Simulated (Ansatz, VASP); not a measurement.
# Two plane-wave programs on Al3GaAs4

File INCAR:

```
SYSTEM = Al3GaAs4
PREC = Accurate ; ENCUT = 600
EDIFF = 1E-6 ; ISMEAR = 0
SIGMA = 0.02 ; LREAL = .False.
LASPH = .True. ; NELM = 60
ALGO = Normal ; ISIF = 3
LWAVE = .False. ; LCHARG = .False.
GGA = PE ; IBRION = 2
NSW = 100 ; EDIFFG = -0.01
```

Contents of KPOINTS:

```
Automatic mesh
0
Gamma
  8 4 6
  0 0 0
```

Contents of POSCAR:

```
Al3GaAs4
1.0
    4.0742239014      0.0000000000      0.0000000000
    0.0000000000      8.1476604555      0.0000000000
    0.0000000000      0.0000000000      5.6721633614
Al Ga As
3 1 4
Direct
    0.0000000000      0.0000000000      0.0001605952
    0.5000000000      0.2497660831      0.5000108925
    0.5000000000      0.7502339169      0.5000108925
    0.0000000000      0.5000000000      0.0000275083
    0.0000000000      0.7506397880      0.7489482950
    0.5000000000      0.0000000000      0.2499030350
    0.0000000000      0.2493602120      0.7489482950
    0.5000000000      0.5000000000      0.2519904867
```

Input for Ansatz:

```yaml
crystal:
  lattice:
    - [4.0742239014, 0.0, 0.0]
    - [0.0, 8.1476604555, 0.0]
    - [0.0, 0.0, 5.6721633614]
  atoms:
    - { symbol: Al, position: [0.0, 0.0, 0.0001605952] }
    - { symbol: Al, position: [0.5, 0.2497660831, 0.5000108925] }
    - { symbol: Al, position: [0.5, 0.7502339169, 0.5000108925] }
    - { symbol: Ga, position: [0.0, 0.5, 2.75083e-05] }
    - { symbol: As, position: [0.0, 0.750639788, 0.748948295] }
    - { symbol: As, position: [0.5, 0.0, 0.249903035] }
    - { symbol: As, position: [0.0, 0.249360212, 0.748948295] }
    - { symbol: As, position: [0.5, 0.5, 0.2519904867] }
basis:
  ecutwfc: 420
kpoints:
  mp_grid: { grid: [8, 4, 6] }
hamiltonian:
  xc: pbe
scf:
  occupations: { method: gaussian, width: 0.02 }
output:
  forces: true
  stress: true
  eigenvalues: true
  write_density: true
  write_potential: true
  elf: true
  volumetric_format: npy
relax:
  adjacent_minimum: "off"
  f_tol: 0.01
  max_steps: 80
  cell: { stress_tol: 0.05 }
```

Alike in both runs: task relaxation of cell and atoms; functional PBE; k mesh 8 × 4 × 6; occupations gaussian, width 0.02 eV; no spin polarisation.

```csv
,VASP,Ansatz
version,VASP 6.6.1,Ansatz 0.2.0
potentials or method,"VASP PAW PBE potentials, release 64 (Al, Ga_d, As), cutoff 600 eV","scalar-relativistic, plane waves, PAW"
valence electrons in the cell,42,82
```

```tsv
	VASP	Ansatz	Ansatz less VASP
gap on the k mesh at the Fermi level, each at its own relaxed structure (eV)	1.29	1.30	+0.014
relaxed volume (Å³/atom)	23.61	23.55	-0.056
relaxed length of the cell vector where the two differ most in proportion (Å)	5.736	5.729	-0.0064
```

VASP's potentials hold 42 valence electrons a cell and Ansatz's 82, so a difference there can come from the potentials and not from the codes.
